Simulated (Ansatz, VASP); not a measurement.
## One calculation of Sc3I2, two programs

```
CELL_PARAMETERS angstrom
3.58707 2.07100 6.52901
-3.58707 2.07100 6.52901
0.00000 -4.14199 6.52901
ATOMIC_POSITIONS crystal
Sc 0.05625 0.44375 0.75000
Sc 0.75000 0.05625 0.44375
Sc 0.44375 0.75000 0.05625
Sc 0.94375 0.55625 0.25000
Sc 0.25000 0.94375 0.55625
Sc 0.55625 0.25000 0.94375
I 0.85218 0.85218 0.85218
I 0.64782 0.64782 0.64782
I 0.14782 0.14782 0.14782
I 0.35218 0.35218 0.35218
```

Alike in both runs: task single point; functional PBE; k mesh 3 × 3 × 3; occupations gaussian, width 0.1 eV; no spin polarisation.

```csv
,VASP,Ansatz
version,VASP 6.6.1,Ansatz 0.2.0
potentials or method,"VASP PAW PBE potentials, release 64 (Sc_sv, I), cutoff 520 eV","scalar-relativistic, plane waves, PAW"
valence electrons in the cell,94,134
```

|  | VASP | Ansatz | Ansatz less VASP |
| --- | --- | --- | --- |
| gap on the k mesh at the Fermi level (eV) | none | none | - |
| pressure (GPa) | -0.9 | -1.0 | -0.05 |
| traceless stress, the component that is largest in VASP (GPa) | -1.17 | -1.16 | +0.007 |
| rms of the force components (eV/Å) | 0.256 | 0.256 | -0.0005 |

Atom by atom the forces differ by 0.001 eV/Å (rms over components). A gap of «none» marks a metal or a gap that the smearing closes. VASP's potentials hold 94 valence electrons a cell and Ansatz's 134, so a difference there can come from the potentials and not from the codes.

Spin-orbit coupling is off throughout.
